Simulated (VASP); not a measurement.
## Ru: single point with PBE

The system is Ru.

```
Ru
1.0
     2.70580    0.00000    0.00000
    -1.35290    2.34329    0.00000
     0.00000    0.00000    4.28190
Ru
2
Direct
  0.29248 0.65589 0.25291
  0.66667 0.33333 0.75000
```

* Program: VASP 6.6.1
* Task: single point
* Functional: PBE
* Potentials or basis: VASP PAW PBE potentials, release 64 (Ru_pv)
* Cutoff: 520 eV
* k mesh: 15 × 15 × 8
* Occupations: gaussian, width 0.05 eV
* Spin: no spin polarisation
* Dipole correction: no
* Further INCAR settings: ALGO = Fast; EDIFF = 1e-06; NBANDS = 21

```json
{
  "Pressure": "4.8 GPa",
  "Largest force": "0.708 eV/Å",
  "Band gap on the k mesh": "zero (band 14 reaches 14.40 eV, above the bottom of band 15 at 11.37 eV)"
}
```

Forces in eV/Å, atoms in the order of the input:
```
Ru   0.669  0.162 -0.165
Ru  -0.669 -0.162  0.165
```

Stress tensor (GPa, compression positive):
```
 5.01  1.90 -0.18
 1.90  4.29 -0.05
-0.18 -0.05  5.21
```

Levels at points of the mesh, in eV from the Fermi level:
```tsv
k point	band 10	band 11	band 12	band 13	band 14	band 15	band 16	band 17	band 18	band 19
(0.00, 0.00, 0.00)	-2.55	-2.54	-2.02	-1.77	-1.66	-1.09	0.82	1.28	1.48	10.28
(0.00, 0.00, 0.50)	-2.83	-2.80	-2.75	-2.68	-2.63	0.38	0.44	0.61	0.65	10.41
```

Wall time 5.1 min on 1 thread of Intel(R) Xeon(R) Platinum 8259CL CPU @ 2.50GHz (Skylake/Cascade Lake) (shared host), peak memory 0.47 GiB.
